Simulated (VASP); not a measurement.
Input of a VASP 6.6.1 run:

The input INCAR:

```
PREC = Accurate
ENCUT = 520
EDIFF = 1E-7
ISMEAR = -1
SIGMA = 0.05
LREAL = False
LASPH = True
NELM = 150
ALGO = Normal
ISIF = 2
LWAVE = False
LCHARG = False
ISPIN = 2
MAGMOM = 7
LORBIT = 11
LMAXMIX = 6
GGA = CA
NBANDS = 18
```

File KPOINTS:

```
regular mesh
0
Gamma
  11 11 11
```

POSCAR

```
Eu
1.0
    2.5513058898      0.0000000000      0.0000000000
    0.0000000000      2.5513058898      0.0000000000
    0.0000000000      0.0000000000      2.5513058898
Eu
1
Direct
    0.0000000000      0.0000000000      0.0000000000
```

Potentials or basis: VASP PAW PBE potentials, release 64 (Eu).

Command:

```sh
$ cat potpaw_PBE.64/Eu/POTCAR > POTCAR
$ mpirun -np 1 vasp_std > vasp.out
```

Task: Estimate the site moments.

Result: Eu +6.42 μB.

Task: Predict the pressure.

Result: 52.7 GPa.

Task: Predict the net moment.

Result: 6.58 μB per cell.

Caveat: the cell stands under pressure; the PAW data sets were made with another functional, which shifts forces and pressure a little. The state reached can hang on the start; a lower one may exist.
